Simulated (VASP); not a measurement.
# Li2S (Fm-3m) in VASP: a series of runs

The runs below take Li2S through single point, with PBEsol, PBE.

Program: VASP 6.6.1. These are calculated values, not measurements. Logs are shortened: lines on timing, memory, paths and dates and some standing lists are left out, and cuts for length are marked.

## (1) The cell of the first run

The structure is cubic, space group Fm-3m (No. 225). The conventional cell has a = 5.691 Å, b = 5.691 Å, c = 5.691 Å, α = 90.00°, β = 90.00°, γ = 90.00°. Within 3.3 Å of Li (site symmetry -43m) lie 4 S at 2.46 Å and 6 Li at 2.85 Å. Within 3.3 Å of S (site symmetry m-3m) lie 8 Li at 2.46 Å.

## (2) Single point, PBEsol

The input, INCAR:

```
SYSTEM = Li2S
PREC = Accurate ; ENCUT = 750
EDIFF = 1E-6 ; ISMEAR = 0
SIGMA = 0.01 ; LREAL = .FALSE.
LASPH = .TRUE. ; NELM = 120
ALGO = Normal ; ISIF = 2
LWAVE = .FALSE. ; LCHARG = .FALSE.
GGA = PS ; NBANDS = 13
GGA_COMPAT = .FALSE.
```

The input, KPOINTS:

```
regular mesh
0
G
  4 4 4
  0 0 0
```

The input, POSCAR:

```
Li2S
1.0
    0.0000000000      2.8452944180      2.8452944180
    2.8452944180      0.0000000000      2.8452944180
    2.8452944180      2.8452944180      0.0000000000
Li S
2 1
Direct
    0.2500000000      0.2500000000      0.2500000000
    0.7500000000      0.7500000000      0.7500000000
    0.0000000000      0.0000000000      0.0000000000
```

Potentials or basis: VASP PAW PBE potentials, release 64 (Li_sv, S).

Launch:

```
cat potpaw_PBE.64/Li_sv/POTCAR potpaw_PBE.64/S/POTCAR > POTCAR
mpirun -np 1 vasp_std > vasp.out
```

OUTCAR:

```text
SYSTEM = Li2S
   PREC = Accurate
   ENCUT = 750
   EDIFF = 1E-6
   ISMEAR = 0
   LREAL = .FALSE.
   LASPH = .TRUE.
   NELM = 120
   ISIF = 2
   GGA = PS

 ion  position               nearest neighbor table
   1  0.250  0.250  0.250-   3 2.46   3 2.46   3 2.46   3 2.46
   2  0.750  0.750  0.750-   3 2.46   3 2.46   3 2.46   3 2.46
   3  0.000  0.000  0.000-   2 2.46   2 2.46   2 2.46   1 2.46   2 2.46   1 2.46   1 2.46   1 2.46

  LATTYP: Found a face centered cubic cell.
 ALAT       =     5.6905888360

  Lattice vectors:

 A1 = (   0.0000000000,   2.8452944180,   2.8452944180)
 A2 = (   2.8452944180,   0.0000000000,   2.8452944180)
 A3 = (   2.8452944180,   2.8452944180,   0.0000000000)

Analysis of symmetry for initial positions (statically):
=====================================================================
 Subroutine PRICEL returns:
 Original cell was already a primitive cell.

 Routine SETGRP: Setting up the symmetry group for a
 face centered cubic supercell.

 Subroutine GETGRP returns: Found 48 space group operations
 (whereof 48 operations were pure point group operations)
 out of a pool of 48 trial point group operations.

The static configuration has the point symmetry O_h .

Analysis of symmetry for dynamics (positions and initial velocities):
=====================================================================
 Subroutine PRICEL returns:
 Original cell was already a primitive cell.

 Routine SETGRP: Setting up the symmetry group for a
 face centered cubic supercell.

 Subroutine GETGRP returns: Found 48 space group operations
 (whereof 48 operations were pure point group operations)
 out of a pool of 48 trial point group operations.

The dynamic configuration has the point symmetry O_h .

 Subroutine INISYM returns: Found 48 space group operations
 (whereof 48 operations are pure point group operations),
 and found     1 'primitive' translations

----------------------------------------------------------------------------------------

                                     Primitive cell

  volume of cell :      46.0693

  direct lattice vectors                    reciprocal lattice vectors
     0.000000000  2.845294418  2.845294418    -0.175728739  0.175728739  0.175728739
     2.845294418  0.000000000  2.845294418     0.175728739 -0.175728739  0.175728739
     2.845294418  2.845294418  0.000000000     0.175728739  0.175728739 -0.175728739

  length of vectors
     4.023853955  4.023853955  4.023853955     0.304371104  0.304371104  0.304371104

  position of ions in fractional coordinates (direct lattice)
     0.250000000  0.250000000  0.250000000
     0.750000000  0.750000000  0.750000000
     0.000000000  0.000000000  0.000000000

  ion indices of the primitive-cell ions
   primitive index   ion index
                 1           1
                 2           2
                 3           3

----------------------------------------------------------------------------------------

 KPOINTS: regular mesh

Automatic generation of k-mesh.
 Grid dimensions read from file:
 generate k-points for:    4    4    4

 Generating k-lattice:

  Cartesian coordinates                     Fractional coordinates (reciprocal lattice)
    -0.043932185  0.043932185  0.043932185     0.250000000  0.000000000  0.000000000
     0.043932185 -0.043932185  0.043932185     0.000000000  0.250000000  0.000000000
     0.043932185  0.043932185 -0.043932185     0.000000000  0.000000000  0.250000000

  Length of vectors
     0.076092776  0.076092776  0.076092776

  Shift w.r.t. Gamma in fractional coordinates (k-lattice)
     0.000000000  0.000000000  0.000000000

 Subroutine IBZKPT returns following result:
 ===========================================

 Found      8 irreducible k-points:

 Following reciprocal coordinates:
            Coordinates               Weight
  0.000000  0.000000  0.000000      1.000000
  0.250000  0.000000  0.000000      8.000000
  0.500000  0.000000  0.000000      4.000000
  0.250000  0.250000  0.000000      6.000000
  0.500000  0.250000  0.000000     24.000000
 -0.250000  0.250000  0.000000     12.000000
  0.500000  0.500000  0.000000      3.000000
 -0.250000  0.500000  0.250000      6.000000
   k-points           NKPTS =      8   k-points in BZ     NKDIM =      8   number of bands    NBANDS=     13
   number of dos      NEDOS =    301   number of ions     NIONS =      3
   total plane-waves  NPLWV =  46656
   dimension x,y,z NGX =    36 NGY =   36 NGZ =   36
   dimension x,y,z NGXF=    72 NGYF=   72 NGZF=   72
   ions per type =               2   1
   NGX,Y,Z   is equivalent  to a cutoff of  14.87, 14.87, 14.87 a.u.
   NGXF,Y,Z  is equivalent  to a cutoff of  29.75, 29.75, 29.75 a.u.
 SYSTEM =  Li2S
   PREC   = accura    normal or accurate (medium, high low for compatibility)
   ISTART =      0    job   : 0-new  1-cont  2-samecut
   ICHARG =      2    charge: 1-file 2-atom 10-const
   ISPIN  =      1    spin polarized calculation?
   LNONCOLLINEAR =      F non collinear calculations
   LSORBIT =      F    spin-orbit coupling
   LASPH  =      T    aspherical Exc in radial PAW
   ENCUT  =  750.0 eV  55.12 Ry    7.42 a.u.   8.99  8.99  8.99*2*pi/ulx,y,z
   NELM   =    120;   NELMIN=  2; NELMDL= -5     # of ELM steps
   EDIFF  = 0.1E-05   stopping-criterion for ELM
   LREAL  =      F    real-space projection
   EDIFFG = 0.1E-04   stopping-criterion for IOM
   NSW    =      0    number of steps for IOM
   IBRION =     -1    ionic relax: 0-MD 1-quasi-New 2-CG
   NFREE  =      0    steps in history (QN), initial steepest desc. (CG)
   ISIF   =      2    stress and relaxation
   ISYM   =      2    0-nonsym 1-usesym 2-fastsym
   POTIM  = 0.5000    time-step for ionic-motion
   TEBEG  =    0.0;   TEEND  =   0.0 temperature during run
   PSTRESS=    0.0 pullay stress
   NELECT =      12.0000    total number of electrons
   NUPDOWN=      -1.0000    fix difference up-down
   EMIN   =  10.00;   EMAX   =-10.00  energy-range for DOS
   EFERMI =   0.00;   METHOD = LEGACY
   ISMEAR =     0;   SIGMA  =   0.01  broadening in eV -4-tet -1-fermi 0-gaus
   EFERMI_NEDOS =   21; number of points for ismear=-14 and -15
   IALGO  =     38    algorithm
   IMIX   =      4    mixing-type and parameters
     AMIX     =   0.40;   BMIX     =  1.00
     AMIX_MAG =   1.60;   BMIX_MAG =  1.00
  volume/ion in A,a.u.               =      15.36       103.63
  Fermi-wavevector in a.u.,A,eV,Ry     =   1.045518  1.975742 14.872626  1.093107
  Thomas-Fermi vector in A             =   2.180317
   LORBIT       =      0    0 simple, 1 ext, 2 COOP (PROOUT), +10 PAW based schemes
   GGA     = PS    functional components
   LHFCALC =     F    Hartree Fock is set to
   AEXX    =    0.0000 exact exchange contribution
   IVDW    =     0    specifies the selected vdW correction
   LEPSILON=     F    determine dielectric tensor
   LRPA    =     F    only Hartree local field effects (RPA)
 non-spin polarized calculation
 Gauss-broadening in eV      SIGMA  =   0.01
  energy-cutoff  :      750.00
  volume of cell :       46.07
 maximum number of plane-waves:      2180
   NGX = 17   NGY = 17   NGZ = 17

 number of electron      11.9999998 magnetization

 Free energy of the ion-electron system (eV)
  ---------------------------------------------------
  ext. energy  EPLUGINS =         0.00000000
  ---------------------------------------------------
  free energy    TOTEN  =       -12.36625764 eV

  energy without entropy =      -12.36625764  energy(sigma->0) =      -12.36625764

 E-fermi :   1.5990     XC(G=0):  -8.6526

 val. band max:        1.4434312120   @ k =   0.0000   0.0000   0.0000
 cond. band min:       4.6559533617   @ k =   0.5000   0.5000   0.0000
 fundamental gap:      3.2125221497
 Fermi energy:         1.5990459030

 k-point     1 :       0.0000    0.0000    0.0000
  band No.  band energies     occupation
      1     -42.0502      2.00000
      2     -42.0038      2.00000
      3      -9.5868      2.00000
      4       1.4434      2.00000
      5       1.4434      2.00000
      6       1.4434      2.00000
      7       5.5596      0.00000
      8       7.5898      0.00000
      9       7.5898      0.00000
     10       7.5898      0.00000
     11      12.5824      0.00000
     12      12.5824      0.00000
     13      13.7271      0.00000

 k-point     2 :       0.2500    0.0000    0.0000
  band No.  band energies     occupation
      1     -42.0430      2.00000
      2     -42.0102      2.00000
      3      -9.3803      2.00000
      4      -0.2889      2.00000
      5       1.1591      2.00000
      6       1.1591      2.00000
      7       6.6872      0.00000
      8       8.1491      0.00000
      9       8.1491      0.00000
     10       8.7777      0.00000
     11      11.2075      0.00000
     12      11.2076      0.00000
     13      14.3225      0.00000

 k-point     3 :       0.5000    0.0000    0.0000
  band No.  band energies     occupation
      1     -42.0261      2.00000
      2     -42.0261      2.00000
      3      -9.1429      2.00000
      4      -1.4999      2.00000
      5       0.9260      2.00000
      6       0.9260      2.00000
      7       7.4549      0.00000
      8       7.9191      0.00000
      9       7.9191      0.00000
     10       9.6936      0.00000
     11      14.1500      0.00000
     12      14.1500      0.00000
     13      14.4813      0.00000

 k-point     4 :       0.2500    0.2500    0.0000
  band No.  band energies     occupation
      1     -42.0418      2.00000
      2     -42.0110      2.00000
      3      -9.3155      2.00000
      4       0.0816      2.00000
      5       0.6118      2.00000
      6       0.6118      2.00000
      7       6.0989      0.00000
      8       8.0154      0.00000
      9       9.3442      0.00000
     10       9.3442      0.00000
     11      10.3178      0.00000
     12      13.5765      0.00000
     13      15.8464      0.00000

 k-point     5 :       0.5000    0.2500    0.0000
  band No.  band energies     occupation
      1     -42.0314      2.00000
      2     -42.0205      2.00000
      3      -9.0804      2.00000
      4      -0.9956      2.00000
      5       0.1075      2.00000
      6       0.4052      2.00000
      7       6.2398      0.00000
      8       9.2452      0.00000
      9       9.6242      0.00000
     10       9.7057      0.00000
     11      12.4049      0.00000
     12      13.8636      0.00000
     13      14.7968      0.00000

 k-point     6 :      -0.2500    0.2500    0.0000
  band No.  band energies     occupation
      1     -42.0338      2.00000
      2     -42.0184      2.00000
      3      -9.1550      2.00000
      4      -0.8743      2.00000
      5       0.0407      2.00000
      6       0.8882      2.00000
      7       7.4358      0.00000
      8       8.1200      0.00000
      9       9.6973      0.00000
     10       9.7033      0.00000
     11       9.8993      0.00000
     12      13.6229      0.00000
     13      15.3776      0.00000

 k-point     7 :       0.5000    0.5000    0.0000
  band No.  band energies     occupation
      1     -42.0335      2.00000
      2     -42.0181      2.00000
      3      -9.0147      2.00000
      4      -0.7635      2.00000
      5      -0.0084      2.00000
      6      -0.0084      2.00000
      7       4.6560      0.00000
      8       8.4677      0.00000
      9      12.4363      0.00000
     10      12.4363      0.00000
     11      13.4715      0.00000
     12      13.9351      0.00000
     13      13.9351      0.00000

 k-point     8 :      -0.2500    0.5000    0.2500
  band No.  band energies     occupation
      1     -42.0258      2.00000
      2     -42.0258      2.00000
      3      -9.0025      2.00000
      4      -0.4192      2.00000
      5      -0.4192      2.00000
      6      -0.3678      2.00000
      7       6.7789      0.00000
      8       8.6184      0.00000
      9      10.2884      0.00000
     10      10.2884      0.00000
     11      13.2669      0.00000
     12      13.2669      0.00000
     13      14.1004      0.00000

------------------------ aborting loop because EDIFF is reached ----------------------------------------

  FORCE on cell =-STRESS in cart. coord.  units (eV):
  Direction    XX          YY          ZZ          XY          YZ          ZX
  --------------------------------------------------------------------------------------
  -------------------------------------------------------------------------------------
  Total       -0.2213714     -0.2213714     -0.2213714      0.0000000      0.0000000      0.0000000
  in kB       -7.6987531     -7.6987531     -7.6987531      0.0000000      0.0000000      0.0000000
  external PRESSURE =      -7.6987531 kB  Pullay stress =       0.0000000 kB

 VOLUME and BASIS-vectors are now :
 -----------------------------------------------------------------------------
  energy-cutoff  :      750.00
  volume of cell :       46.07
      direct lattice vectors                 reciprocal lattice vectors
     0.000000000  2.845294418  2.845294418    -0.175728739  0.175728739  0.175728739
     2.845294418  0.000000000  2.845294418     0.175728739 -0.175728739  0.175728739
     2.845294418  2.845294418  0.000000000     0.175728739  0.175728739 -0.175728739

 POSITION                                       TOTAL-FORCE (eV/Angst)
 -----------------------------------------------------------------------------------
      1.42265      1.42265      1.42265        -0.000000     -0.000000     -0.000000
      4.26794      4.26794      4.26794         0.000000      0.000000      0.000000
      0.00000      0.00000      0.00000         0.000000     -0.000000      0.000000
 -----------------------------------------------------------------------------------
    total drift:                                0.000000      0.000000      0.000000

  FREE ENERGIE OF THE ION-ELECTRON SYSTEM (eV)
  ---------------------------------------------------
  free  energy   TOTEN  =       -12.3662576372 eV

  energy  without entropy=      -12.3662576372  energy(sigma->0) =      -12.36625764
```

It took 7.6 s on 1 thread of AMD EPYC 7R13 (Zen 3), shared host; peak memory 0.16 GiB.

Results:

| Quantity | Value |
| --- | --- |
| Free energy | -12.3663 eV |
| Pressure | -0.8 GPa |
| Band gap on the k mesh | 3.21 eV (least direct gap 4.12 eV) |

Caveat: the k points lie up to 0.48 Å⁻¹ apart; the PAW data sets were made with another functional, which shifts forces and pressure a little. A k mesh can miss the band edges.

[end of part 1 of 2]
